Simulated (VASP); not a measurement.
Wanted: the native input for a VASP 6.6.1 run.

```yaml
Task: relaxation of cell and atoms
Functional: PBE
Potentials_or_basis: VASP PAW PBE potentials, release 64 (Mg, Zn, S)
Cutoff: 600 eV
k_mesh: 6 × 6 × 2
Occupations: gaussian, width 0.1 eV
Spin: no spin polarisation
Dipole_correction: no
Further_INCAR_settings: ALGO = Normal; EDIFF = 1e-06; IBRION = 2; EDIFFG = -0.04; NSW = 90; ISIF = 3
```

The structure of Mg2ZnS3 lies in POSCAR:

```
Mg2ZnS3
1.0
    3.4414102172      0.0000000000      0.0000000000
    0.0000000000      3.5385749381      0.0000000000
    0.0000000000      0.0000000000      9.8507568882
Mg Zn S
2 1 3
Direct
    0.0000000000      0.0000000000      0.9678361593
    0.0000000000      0.5000000000      0.6390313852
    0.5000000000      0.0000000000      0.3173885791
    0.5000000000      0.5000000000      0.8531826720
    0.5000000000      0.5000000000      0.1755402077
    0.5000000000      0.0000000000      0.5470210067
```

The cell was generated, and may not be a known phase.

One way to write it, as run:

INCAR

```
  ALGO = Normal
  EDIFF = 1E-6
  EDIFFG = -0.04
  ENCUT = 600
  GGA = PE
  IBRION = 2
  ISIF = 3
  ISMEAR = 0
  LASPH = True
  LCHARG = False
  LREAL = False
  LWAVE = False
  NELM = 80
  NSW = 90
  PREC = Accurate
  SIGMA = 0.1
```

KPOINTS

```
k-points
0
Gamma
  6 6 2
```

Potentials or basis: VASP PAW PBE potentials, release 64 (Mg, Zn, S).

Run with:

```sh
$ cat potpaw_PBE.64/Mg/POTCAR potpaw_PBE.64/Zn/POTCAR potpaw_PBE.64/S/POTCAR > POTCAR
$ mpirun -np 1 vasp_std > vasp.out
```

Results of the run:

```json
{"Relaxed volume": "19.93 Å³/atom", "Relaxed cell": "a = 3.438 Å, b = 3.528 Å, c = 9.857 Å, α = 90.00°, β = 90.00°, γ = 90.00°", "Space group after relaxing (to 0.1 Å)": "Pmm2 (No. 25)", "Energy gained by relaxing": "0.1 meV/atom", "Ionic steps": "5", "Pressure after relaxing": "0.0 GPa", "Largest force after relaxing": "0.019 eV/Å", "Band gap on the k mesh": "0.14 eV (least direct gap 0.44 eV)"}
```

Caveat: semilocal functionals underestimate gaps, and a narrow one can read as zero.

Run time: 110 s on 1 thread of Intel(R) Xeon(R) 6975P-C (Granite Rapids), on a shared host, peak memory 0.31 GiB.
